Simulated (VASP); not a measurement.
BN, 4 atoms in the cell. The structure is hexagonal, space group P6_3mc (No. 186). Conventional cell: a = 2.544 Å, b = 2.544 Å, c = 4.208 Å, α = 90.00°, β = 90.00°, γ = 120.00°. B (site symmetry 3m) has 4 N at 1.56 to 1.58 Å within 2.1 Å. N (site symmetry 3m) has 4 B at 1.56 to 1.58 Å within 2.1 Å. 

| Quantity | Value |
| --- | --- |
| Program | VASP 6.6.1 |
| Task | single point |
| Functional | PBE |
| Potentials or basis | VASP PAW PBE potentials, release 64 (B, N) |
| Cutoff | 520 eV |
| k mesh | 12 × 12 × 6 |
| Occupations | gaussian, width 0.01 eV |
| Spin | no spin polarisation |
| Dipole correction | no |
| Further INCAR settings | ALGO = Normal; EDIFF = 1e-07; NBANDS = 16 |

Potentials or basis: VASP PAW PBE potentials, release 64 (B, N).

The run is started by

```bash
$ cat potpaw_PBE.64/B/POTCAR potpaw_PBE.64/N/POTCAR > POTCAR
$ mpirun -np 1 vasp_std > vasp.out
```

Hardware: 1 thread of Intel(R) Xeon(R) 6975P-C (Granite Rapids) (shared host).

Problem. Estimate the wall time of this run.

Solution. Run time: 23 s on 1 thread of Intel(R) Xeon(R) 6975P-C (Granite Rapids), with other jobs on the host, peak memory 0.14 GiB. Counts: scf iterations 13, k points 76.
